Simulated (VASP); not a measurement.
Here is a VASP 6.6.1 calculation.

The input INCAR:

```
SYSTEM = NaH
ALGO     = Normal         ! electronic algorithm
EDIFF    = 1E-6           ! SCF threshold, eV
ENCUT    = 520            ! plane-wave cutoff, eV
GGA      = PE             ! functional
ISIF     = 2              ! what is computed and relaxed
ISMEAR   = -1             ! smearing method
LASPH    = .True.         ! aspherical terms in the spheres
LCHARG   = .False.        ! write CHGCAR
LREAL    = .False.        ! projectors in reciprocal space
LWAVE    = .False.        ! write WAVECAR
NBANDS   = 11             ! bands
NELM     = 100            ! most SCF steps
PREC     = Accurate       ! precision mode
SIGMA    = 0.02           ! smearing width, eV
```

The input KPOINTS:

```
k-points
0
Gamma
  10 10 10
  0 0 0
```

The input POSCAR:

```
NaH
1.0
    0.0000000000      2.3975122873      2.3975122873
    2.4574500944      0.0000000000      2.3975122873
    2.4574500944      2.3975122873      0.0000000000
Na H
1 1
Direct
    0.0000000000      0.0000000000      0.0000000000
    0.5000000000      0.5000000000      0.5000000000
```

Potentials or basis: VASP PAW PBE potentials, release 64 (Na_pv, H).

Launch:

```sh
$ cat potpaw_PBE.64/Na_pv/POTCAR potpaw_PBE.64/H/POTCAR > POTCAR
$ mpirun -np 1 vasp_std > vasp.out
```

Q: What does it give for the band gap on the k mesh?

A: 3.75 eV, indirect (least direct gap 4.61 eV).

Q: Estimate the pressure.

A: 0.0 GPa.

Stress tensor (GPa, compression positive):
```
-0.55  0.00  0.00
 0.00  0.21  0.00
 0.00  0.00  0.21
```

Caveat: the cell differs from its parent crystal (uniaxial x strain +2.5%). A k mesh can miss the band edges.
